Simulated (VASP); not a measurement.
# V (R-3m) in VASP: notebook

Runs on V. Level: PBEsol. Tasks: electric field gradients.

Program: VASP 6.6.1. These are calculated values, not measurements. Logs are shortened: lines on timing, memory, paths and dates and some standing lists are left out, and cuts for length are marked.

### 1 The cell of the first run

The structure is trigonal, space group R-3m (No. 166). Conventional cell: a = 3.625 Å, b = 3.625 Å, c = 8.880 Å, α = 90.00°, β = 90.00°, γ = 120.00°. Within 2.6 Å of V (site symmetry 3m) lie 4 V at 1.95 to 2.32 Å.

### 2 Electric field gradients, PBEsol (shortest bond scaled by 0.88)

The input, INCAR:

```
  PREC = Accurate
  ENCUT = 520
  EDIFF = 1E-8
  ISMEAR = -1
  SIGMA = 0.05
  LREAL = False
  LASPH = True
  NELM = 60
  ALGO = Normal
  ISIF = 2
  LWAVE = False
  LCHARG = False
  GGA = PS
  LEFG = True
  NBANDS = 20
```

The input, KPOINTS:

```
Automatic mesh
0
Gamma
  10 10 10
```

The input, POSCAR:

```
V
1.0
    0.0000000000      2.5635698487      2.5635698487
    2.5635698487      0.0000000000      2.5635698487
    2.5635698487      2.5635698487      0.0000000000
V
2
Direct
   -0.1700000000     -0.1100000000     -0.1100000000
    0.1700000000      0.1100000000      0.1100000000
```

Potentials or basis: VASP PAW PBE potentials, release 64 (V_sv).

Run with:

```
cat potpaw_PBE.64/V_sv/POTCAR > POTCAR
mpirun -np 1 vasp_std > vasp.out
```

OUTCAR:

```text
PREC = Accurate
   ENCUT = 520
   EDIFF = 1E-8
   ISMEAR = -1
   LREAL = False
   LASPH = True
   NELM = 60
   ISIF = 2
   GGA = PS

 ion  position               nearest neighbor table
   1  0.830  0.890  0.890-   2 1.95   2 2.32   2 2.32   2 2.32
   2  0.170  0.110  0.110-   1 1.95   1 2.32   1 2.32   1 2.32

  LATTYP: Found a face centered cubic cell.
 ALAT       =     5.1271396974

  Lattice vectors:

 A1 = (   0.0000000000,   2.5635698487,   2.5635698487)
 A2 = (   2.5635698487,   0.0000000000,   2.5635698487)
 A3 = (   2.5635698487,   2.5635698487,   0.0000000000)

Analysis of symmetry for initial positions (statically):
=====================================================================
 Subroutine PRICEL returns:
 Original cell was already a primitive cell.

 Routine SETGRP: Setting up the symmetry group for a
 face centered cubic supercell.

 Subroutine GETGRP returns: Found 12 space group operations
 (whereof  4 operations were pure point group operations)
 out of a pool of 48 trial point group operations.

The static configuration has the point symmetry C_2h.
 The point group associated with its full space group is D_3d.

Analysis of symmetry for dynamics (positions and initial velocities):
=====================================================================
 Subroutine PRICEL returns:
 Original cell was already a primitive cell.

 Routine SETGRP: Setting up the symmetry group for a
 face centered cubic supercell.

 Subroutine GETGRP returns: Found 12 space group operations
 (whereof  4 operations were pure point group operations)
 out of a pool of 48 trial point group operations.

The dynamic configuration has the point symmetry C_2h.
 The point group associated with its full space group is D_3d.

 Subroutine INISYM returns: Found 12 space group operations
 (whereof  4 operations are pure point group operations),
 and found     1 'primitive' translations

----------------------------------------------------------------------------------------

                                     Primitive cell

  volume of cell :      33.6950

  direct lattice vectors                    reciprocal lattice vectors
     0.000000000  2.563569849  2.563569849    -0.195040521  0.195040521  0.195040521
     2.563569849  0.000000000  2.563569849     0.195040521 -0.195040521  0.195040521
     2.563569849  2.563569849  0.000000000     0.195040521  0.195040521 -0.195040521

  length of vectors
     3.625435248  3.625435248  3.625435248     0.337820093  0.337820093  0.337820093

  position of ions in fractional coordinates (direct lattice)
     0.830000000  0.890000000  0.890000000
     0.170000000  0.110000000  0.110000000

  ion indices of the primitive-cell ions
   primitive index   ion index
                 1           1
                 2           2

----------------------------------------------------------------------------------------

 KPOINTS: Automatic mesh

Automatic generation of k-mesh.
 Grid dimensions read from file:
 generate k-points for:   10   10   10

 Generating k-lattice:

  Cartesian coordinates                     Fractional coordinates (reciprocal lattice)
    -0.019504052  0.019504052  0.019504052     0.100000000  0.000000000  0.000000000
     0.019504052 -0.019504052  0.019504052     0.000000000  0.100000000  0.000000000
     0.019504052  0.019504052 -0.019504052     0.000000000  0.000000000  0.100000000

  Length of vectors
     0.033782009  0.033782009  0.033782009

  Shift w.r.t. Gamma in fractional coordinates (k-lattice)
     0.000000000  0.000000000  0.000000000

 Subroutine IBZKPT returns following result:
 ===========================================

 Found    116 irreducible k-points:

 Following reciprocal coordinates:
            Coordinates               Weight
  0.000000  0.000000  0.000000      1.000000
  0.100000  0.000000  0.000000      2.000000
  0.000000  0.100000  0.000000      6.000000
  0.200000  0.000000  0.000000      2.000000
  0.000000  0.200000  0.000000      6.000000
  0.300000  0.000000  0.000000      2.000000
[... 16 lines left out ...]
  0.000000  0.500000  0.100000     12.000000
  0.100000  0.000000  0.500000      6.000000
 [... further k-points ...]
   k-points           NKPTS =    116   k-points in BZ     NKDIM =    116   number of bands    NBANDS=     20
   number of dos      NEDOS =    301   number of ions     NIONS =      2
   total plane-waves  NPLWV =  21952
   dimension x,y,z NGX =    28 NGY =   28 NGZ =   28
   dimension x,y,z NGXF=    56 NGYF=   56 NGZF=   56
   ions per type =               2
   NGX,Y,Z   is equivalent  to a cutoff of  12.84, 12.84, 12.84 a.u.
   NGXF,Y,Z  is equivalent  to a cutoff of  25.68, 25.68, 25.68 a.u.
 SYSTEM =  unknown system
   PREC   = accura    normal or accurate (medium, high low for compatibility)
   ISTART =      0    job   : 0-new  1-cont  2-samecut
   ICHARG =      2    charge: 1-file 2-atom 10-const
   ISPIN  =      1    spin polarized calculation?
   LNONCOLLINEAR =      F non collinear calculations
   LSORBIT =      F    spin-orbit coupling
   LASPH  =      T    aspherical Exc in radial PAW
   ENCUT  =  520.0 eV  38.22 Ry    6.18 a.u.   6.74  6.74  6.74*2*pi/ulx,y,z
   NELM   =     60;   NELMIN=  2; NELMDL= -5     # of ELM steps
   EDIFF  = 0.1E-07   stopping-criterion for ELM
   LREAL  =      F    real-space projection
   EDIFFG = 0.1E-06   stopping-criterion for IOM
   NSW    =      0    number of steps for IOM
   IBRION =     -1    ionic relax: 0-MD 1-quasi-New 2-CG
   NFREE  =      0    steps in history (QN), initial steepest desc. (CG)
   ISIF   =      2    stress and relaxation
   ISYM   =      2    0-nonsym 1-usesym 2-fastsym
   POTIM  = 0.5000    time-step for ionic-motion
   TEBEG  =    0.0;   TEEND  =   0.0 temperature during run
   PSTRESS=    0.0 pullay stress
   NELECT =      26.0000    total number of electrons
   NUPDOWN=      -1.0000    fix difference up-down
   EMIN   =  10.00;   EMAX   =-10.00  energy-range for DOS
   EFERMI =   0.00;   METHOD = LEGACY
   ISMEAR =    -1;   SIGMA  =   0.05  broadening in eV -4-tet -1-fermi 0-gaus
   EFERMI_NEDOS =   21; number of points for ismear=-14 and -15
   IALGO  =     38    algorithm
   IMIX   =      4    mixing-type and parameters
     AMIX     =   0.40;   BMIX     =  1.00
     AMIX_MAG =   1.60;   BMIX_MAG =  1.00
  volume/ion in A,a.u.               =      16.85       113.69
  Fermi-wavevector in a.u.,A,eV,Ry     =   1.501565  2.837546 30.677020  2.254697
  Thomas-Fermi vector in A             =   2.612919
   LORBIT       =      0    0 simple, 1 ext, 2 COOP (PROOUT), +10 PAW based schemes
   GGA     = PS    functional components
   LHFCALC =     F    Hartree Fock is set to
   AEXX    =    0.0000 exact exchange contribution
   IVDW    =     0    specifies the selected vdW correction
   LEPSILON=     F    determine dielectric tensor
   LRPA    =     F    only Hartree local field effects (RPA)
 non-spin polarized calculation
  energy-cutoff  :      520.00
  volume of cell :       33.69
 maximum number of plane-waves:       934
   NGX = 13   NGY = 13   NGZ = 13

 number of electron      26.0000000 magnetization

 Free energy of the ion-electron system (eV)
  ---------------------------------------------------
  ext. energy  EPLUGINS =         0.00000000
  ---------------------------------------------------
  free energy    TOTEN  =       -14.53252711 eV

  energy without entropy =      -14.49920651  energy(sigma->0) =      -14.51586681

 E-fermi :   7.0507     XC(G=0): -11.5024

 val. band max:        7.0499342280   @ k =   0.5000   0.3000   0.0000
 cond. band min:       7.0518524321   @ k =   0.2000   0.0000   0.3000
 fundamental gap:      0.0019182040
 Fermi energy:         7.0506997047

 k-point     1 :       0.0000    0.0000    0.0000
  band No.  band energies     occupation
      1     -56.6288      2.00000
      2     -55.5348      2.00000
      3     -31.5695      2.00000
      4     -30.3286      2.00000
      5     -30.3286      2.00000
      6     -29.9594      2.00000
[... 12 lines left out ...]
     19      11.0956      0.00000
     20      19.4561      0.00000

 k-point     2 :       0.1000    0.0000    0.0000
  band No.  band energies     occupation
      1     -56.6050      2.00000
      2     -55.5614      2.00000
      3     -31.5486      2.00000
      4     -30.3952      2.00000
      5     -30.3952      2.00000
      6     -29.8907      2.00000
[... 12 lines left out ...]
     19      11.2176      0.00000
     20      18.3114      0.00000
[... 465 lines left out ...]
      3     -31.5495      2.00000
      4     -30.6755      2.00000
      5     -30.4023      2.00000
      6     -29.8965      2.00000
[... 12 lines left out ...]
     19      10.7074      0.00000
     20      12.0139      0.00000

 k-point    24 :       0.1000    0.0000    0.5000
  band No.  band energies     occupation
      1     -56.4846      2.00000
      2     -55.6886      2.00000
      3     -31.5574      2.00000
      4     -30.6022      2.00000
      5     -30.4872      2.00000
      6     -29.8076      2.00000
[... 12 lines left out ...]
     19      10.7013      0.00000
     20      12.2116      0.00000

 [... further k-points ...]
[... 5 lines left out ...]
  --------------------------------------------------------------------------------------
  -------------------------------------------------------------------------------------
  Total        1.1119207      1.1119207      1.1119207     -1.7197177      1.7197177     -1.7197177
  in kB       52.8711706     52.8711706     52.8711706    -81.7715600     81.7715600    -81.7715600
  external PRESSURE =      52.8711706 kB  Pullay stress =       0.0000000 kB

 VOLUME and BASIS-vectors are now :
 -----------------------------------------------------------------------------
  energy-cutoff  :      520.00
  volume of cell :       33.69
      direct lattice vectors                 reciprocal lattice vectors
     0.000000000  2.563569849  2.563569849    -0.195040521  0.195040521  0.195040521
     2.563569849  0.000000000  2.563569849     0.195040521 -0.195040521  0.195040521
     2.563569849  2.563569849  0.000000000     0.195040521  0.195040521 -0.195040521

 POSITION                                       TOTAL-FORCE (eV/Angst)
 -----------------------------------------------------------------------------------
      4.56315      4.40934      4.40934         0.586612     -0.586612     -0.586612
      0.56399      0.71780      0.71780        -0.586612      0.586612      0.586612
 -----------------------------------------------------------------------------------
    total drift:                                0.000000      0.000000     -0.000000

  FREE ENERGIE OF THE ION-ELECTRON SYSTEM (eV)
  ---------------------------------------------------
  free  energy   TOTEN  =       -14.5325271123 eV

  energy  without entropy=      -14.4992065116  energy(sigma->0) =      -14.51586681

 Electric field gradients (V/A^2)
---------------------------------------------------------------------
 ion       V_xx      V_yy      V_zz      V_xy      V_xz      V_yz
---------------------------------------------------------------------
   1      -0.002     0.001     0.001    -7.523    -7.523     7.522
   2      -0.002     0.001     0.001    -7.523    -7.523     7.522
---------------------------------------------------------------------

 Electric field gradients after diagonalization (V/A^2)
 (convention: |V_zz| > |V_xx| > |V_yy|)
----------------------------------------------------------------------
 ion       V_xx      V_yy      V_zz     asymmetry (V_yy - V_xx)/ V_zz
----------------------------------------------------------------------
   1      -7.524    -7.521    15.045       0.000
   2      -7.524    -7.521    15.045       0.000
----------------------------------------------------------------------

           NMR quadrupolar parameters

 Cq : quadrupolar parameter    Cq=e*Q*V_zz/h
 eta: asymmetry parameters     (V_yy - V_xx)/ V_zz
 Q  : nuclear electric quadrupole moment in mb (millibarn)
----------------------------------------------------------------------
 ion       Cq(MHz)       eta       Q (mb)
----------------------------------------------------------------------
   1       0.036       0.000       1.000
   2       0.036       0.000       1.000
----------------------------------------------------------------------
```

Run time: 2 min. Hardware: 1 thread of Intel Xeon 8259CL, shared host; peak memory 0.2 GiB.

What came out:

```
Free energy            : -14.5325 eV
Pressure               : 5.3 GPa
Largest force          : 1.016 eV/Å
Band gap on the k mesh : zero (band 13 reaches 7.52 eV, above the bottom of band 14 at 5.86 eV)
```

Forces in eV/Å, atoms in the order of the input:
```
V    0.587 -0.587 -0.587
V   -0.587  0.587  0.587
```

Electric field gradients, principal values (V/Å²):
```tsv
atom	least	middle	greatest (by size)
1 V	-7.521	-7.524	15.045
2 V	-7.521	-7.524	15.045
```

Caveat: the cell differs from its parent crystal (shortest bond scaled by 0.88); without QUAD_EFG the Cq values of the log hold for a quadrupole moment of 1 mb, not for the nuclei; the PAW data sets were made with another functional, which shifts forces and pressure a little.

### 3 Electric field gradients, PBEsol (shortest bond scaled by 0.58)

The input, INCAR:

```
SYSTEM = V
  PREC = Accurate
  ENCUT = 520
  EDIFF = 1E-8
  ISMEAR = -1
  SIGMA = 0.05
  LREAL = .False.
  LASPH = .True.
  NELM = 100
  ALGO = Normal
  ISIF = 2
  LWAVE = .False.
  LCHARG = .False.
  GGA = PS
  LEFG = .True.
  NBANDS = 20
```

The input, KPOINTS:

```
regular mesh
0
Gamma
  10 10 10
  0 0 0
```

The input, POSCAR:

```
V
1.0
    0.0000000000      2.5635698487      2.5635698487
    2.5635698487      0.0000000000      2.5635698487
    2.5635698487      2.5635698487      0.0000000000
V
2
Direct
   -0.2825000000     -0.0725000000     -0.0725000000
    0.2825000000      0.0725000000      0.0725000000
```

Potentials or basis: VASP PAW PBE potentials, release 64 (V_sv).

Run with:

```
cat potpaw_PBE.64/V_sv/POTCAR > POTCAR
mpirun -np 1 vasp_std > vasp.out
```

OUTCAR:

```text
SYSTEM = V
   PREC = Accurate
   ENCUT = 520
   EDIFF = 1E-8
   ISMEAR = -1
   LREAL = .False.
   LASPH = .True.
   NELM = 100
   ISIF = 2
   GGA = PS

 ion  position               nearest neighbor table
   1  0.718  0.928  0.928-   2 1.29   2 2.68   2 2.68   2 2.68
   2  0.282  0.072  0.072-   1 1.29   1 2.68   1 2.68   1 2.68

 -----------------------------------------------------------------------------
|                                                                             |
|           W    W    AA    RRRRR   N    N  II  N    N   GGGG   !!!           |
|           W    W   A  A   R    R  NN   N  II  NN   N  G    G  !!!           |
|           W    W  A    A  R    R  N N  N  II  N N  N  G       !!!           |
|           W WW W  AAAAAA  RRRRR   N  N N  II  N  N N  G  GGG   !            |
|           WW  WW  A    A  R   R   N   NN  II  N   NN  G    G                |
|           W    W  A    A  R    R  N    N  II  N    N   GGGG   !!!           |
|                                                                             |
|     The distance between some ions is very small. Please check the          |
|     nearest-neighbor list in the OUTCAR file.                               |
|     I HOPE YOU KNOW WHAT YOU ARE DOING!                                     |
|                                                                             |
 -----------------------------------------------------------------------------
[... 767 lines left out ...]
      4.75542      4.21707      4.21707       -57.387747     57.387747     57.387747
      0.37172      0.91007      0.91007        57.387747    -57.387747    -57.387747
 -----------------------------------------------------------------------------------
    total drift:                               -0.000000     -0.000000     -0.000000

  FREE ENERGIE OF THE ION-ELECTRON SYSTEM (eV)
  ---------------------------------------------------
  free  energy   TOTEN  =         0.0513680623 eV

  energy  without entropy=        0.0759923158  energy(sigma->0) =        0.06368019

 Electric field gradients (V/A^2)
---------------------------------------------------------------------
 ion       V_xx      V_yy      V_zz      V_xy      V_xz      V_yz
---------------------------------------------------------------------
   1      -0.000     0.000     0.000   192.607   192.607  -192.609
   2      -0.000     0.000     0.000   192.607   192.607  -192.609
---------------------------------------------------------------------

 Electric field gradients after diagonalization (V/A^2)
 (convention: |V_zz| > |V_xx| > |V_yy|)
----------------------------------------------------------------------
 ion       V_xx      V_yy      V_zz     asymmetry (V_yy - V_xx)/ V_zz
----------------------------------------------------------------------
   1     192.609   192.606  -385.215       0.000
   2     192.609   192.606  -385.215       0.000
----------------------------------------------------------------------

           NMR quadrupolar parameters

 Cq : quadrupolar parameter    Cq=e*Q*V_zz/h
 eta: asymmetry parameters     (V_yy - V_xx)/ V_zz
 Q  : nuclear electric quadrupole moment in mb (millibarn)
----------------------------------------------------------------------
 ion       Cq(MHz)       eta       Q (mb)
----------------------------------------------------------------------
   1      -0.931       0.000       1.000
   2      -0.931       0.000       1.000
----------------------------------------------------------------------
```

Run time: 1.9 min. Hardware: 1 thread of Intel Xeon 8259CL, shared host; peak memory 0.2 GiB.

What came out:

```yaml
Free_energy: 0.0514 eV
Pressure: 202.3 GPa
Largest_force: 99.398 eV/Å
Band_gap_on_the_k_mesh: zero (band 13 reaches 6.77 eV, above the bottom of band 14 at 5.62 eV)
```

Forces in eV/Å, atoms in the order of the input:
```
V   -57.388  57.388  57.388
V    57.388 -57.388 -57.388
```

Electric field gradients, principal values (V/Å²):
```tsv
atom	least	middle	greatest (by size)
1 V	192.606	192.609	-385.215
2 V	192.606	192.609	-385.215
```

Caveat: the cell differs from its parent crystal (shortest bond scaled by 0.58); without QUAD_EFG the Cq values of the log hold for a quadrupole moment of 1 mb, not for the nuclei; the PAW data sets were made with another functional, which shifts forces and pressure a little.
